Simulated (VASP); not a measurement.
Write the native input for VASP 6.6.1 that does the following.

```yaml
Task: single point
Functional: PBE
Potentials_or_basis: VASP PAW PBE potentials, release 64 (Cs_sv)
Cutoff: 400 eV
k_mesh: 10 × 10 × 10
Occupations: gaussian, width 0.05 eV
Spin: no spin polarisation
Dipole_correction: no
k_mesh_for_the_DOS: 15 × 15 × 15
Occupations_for_the_DOS: tetrahedron
Further_INCAR_settings: ALGO = Normal; EDIFF = 1e-06; NBANDS = 10
```

Cs:

```
Cs
1.0
     0.00000    3.89331    3.89331
     3.89331    0.00000    3.89331
     3.89331    3.89331    0.00000
Cs
1
Direct
  0.00000 0.00000 0.00000
```

This isn't the form of Cs at room conditions, which is bcc.

These files were run (other wordings do the same):

POSCAR

```
Cs
1.0
    0.0000000000      3.8933065851      3.8933065851
    3.8933065851      0.0000000000      3.8933065851
    3.8933065851      3.8933065851      0.0000000000
Cs
1
Direct
    0.0000000000      0.0000000000      0.0000000000
```

INCAR.step1

```
SYSTEM = Cs
PREC     = Accurate       ! precision mode
ENCUT    = 400            ! plane-wave cutoff, eV
EDIFF    = 1E-6           ! SCF threshold, eV
ISMEAR   = 0              ! smearing method
SIGMA    = 0.05           ! smearing width, eV
LREAL    = .False.        ! projectors in reciprocal space
LASPH    = .True.         ! aspherical terms in the spheres
NELM     = 120            ! most SCF steps
ALGO     = Normal         ! electronic algorithm
ISIF     = 2              ! what is computed and relaxed
LWAVE    = .False.        ! write WAVECAR
LCHARG   = .True.         ! write CHGCAR
GGA      = PE             ! functional
NBANDS   = 10             ! bands
GGA_COMPAT= .False.      
NEDOS    = 2001           ! points of the DOS
LORBIT   = 11             ! projections on sites
```

KPOINTS.step1

```
regular mesh
0
Gamma
  10 10 10
  0 0 0
```

INCAR.step2

```
SYSTEM = Cs
PREC     = Accurate       ! precision mode
ENCUT    = 400            ! plane-wave cutoff, eV
EDIFF    = 1E-6           ! SCF threshold, eV
ISMEAR   = -5             ! smearing method
SIGMA    = 0.05           ! smearing width, eV
LREAL    = .False.        ! projectors in reciprocal space
LASPH    = .True.         ! aspherical terms in the spheres
NELM     = 120            ! most SCF steps
ALGO     = Normal         ! electronic algorithm
ISIF     = 2              ! what is computed and relaxed
LWAVE    = .False.        ! write WAVECAR
LCHARG   = .False.        ! write CHGCAR
GGA      = PE             ! functional
LORBIT   = 10             ! projections on sites
NBANDS   = 10             ! bands
NEDOS    = 2001           ! points of the DOS
ICHARG   = 11             ! starting density
GGA_COMPAT= .False.
```

KPOINTS.step2

```
regular mesh
0
Gamma
  15 15 15
  0 0 0
```

Potentials or basis: VASP PAW PBE potentials, release 64 (Cs_sv).

The run is started by

```sh
$ cat potpaw_PBE.64/Cs_sv/POTCAR > POTCAR
$ cp INCAR.step1 INCAR
$ cp KPOINTS.step1 KPOINTS
$ mpirun -np 1 vasp_std > vasp.out
$ cp INCAR.step2 INCAR
$ cp KPOINTS.step2 KPOINTS
$ mpirun -np 1 vasp_std > vasp.out
```

It gave:

```yaml
Valence_electrons_inside_the_program's_atomic_spheres: Cs 6.55
```

It took 81 s on 1 thread of Intel Xeon 8259CL, with other jobs on the host, peak memory 0.24 GiB.
